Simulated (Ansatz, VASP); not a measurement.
Al: VASP beside Ansatz

File INCAR:

```
SYSTEM = Al
  ALGO = Normal
  EDIFF = 1E-6
  ENCUT = 520
  GGA = PE
  ISIF = 2
  ISMEAR = 0
  IVDW = 12
  LASPH = .True.
  LCHARG = .False.
  LREAL = .False.
  LWAVE = .False.
  NBANDS = 14
  NELM = 60
  PREC = Accurate
  SIGMA = 0.15
```

Contents of KPOINTS:

```
k-points
0
Gamma
  18 18 6
  0 0 0
```

File POSCAR:

```
Al
1.0
    2.7085231661      0.0000000000      0.0000000000
   -1.3542615831      2.3456498686      0.0000000000
    0.0000000000      0.0000000000      9.1827060902
Al
4
Direct
    0.0000000000      0.0000000000      0.0000000000
    0.3333333333      0.6666666667      0.2500000000
    0.0000000000      0.0000000000      0.5000000000
    0.6666666667      0.3333333333      0.7500000000
```

Input for Ansatz:

```yaml
crystal:
  lattice:
    - [2.7085231661, 0.0, 0.0]
    - [-1.3542615831, 2.3456498686, 0.0]
    - [0.0, 0.0, 9.1827060902]
  atoms:
    - { symbol: Al, position: [0.0, 0.0, 0.0] }
    - { symbol: Al, position: [0.3333333333, 0.6666666667, 0.25] }
    - { symbol: Al, position: [0.0, 0.0, 0.5] }
    - { symbol: Al, position: [0.6666666667, 0.3333333333, 0.75] }
basis:
  ecutwfc: 420
kpoints:
  mp_grid: { grid: [18, 18, 6] }
hamiltonian:
  xc: pbe
  dispersion: d3bj
scf:
  occupations: { method: gaussian, width: 0.15 }
output:
  forces: true
  stress: true
  eigenvalues: true
  write_density: true
  write_potential: true
  elf: true
  volumetric_format: npy
```

Alike in both runs: task single point; functional PBE; dispersion D3(BJ); k mesh 18 × 18 × 6; occupations gaussian, width 0.15 eV; no spin polarisation.

|  | VASP | Ansatz |
| --- | --- | --- |
| version | VASP 6.6.1 | Ansatz 0.2.0 |
| potentials or method | VASP PAW PBE potentials, release 64 (Al), cutoff 520 eV | scalar-relativistic, plane waves, PAW |
| valence electrons in the cell | 12 | 12 |

```tsv
	VASP	Ansatz	Ansatz less VASP
gap on the k mesh at the Fermi level (eV)	none	none	-
pressure (GPa)	8.8	8.8	+0.03
traceless stress, the component that is largest in VASP (GPa)	-3.22	-3.22	-0.002
```

A gap of «none» marks a metal or a gap that the smearing closes.
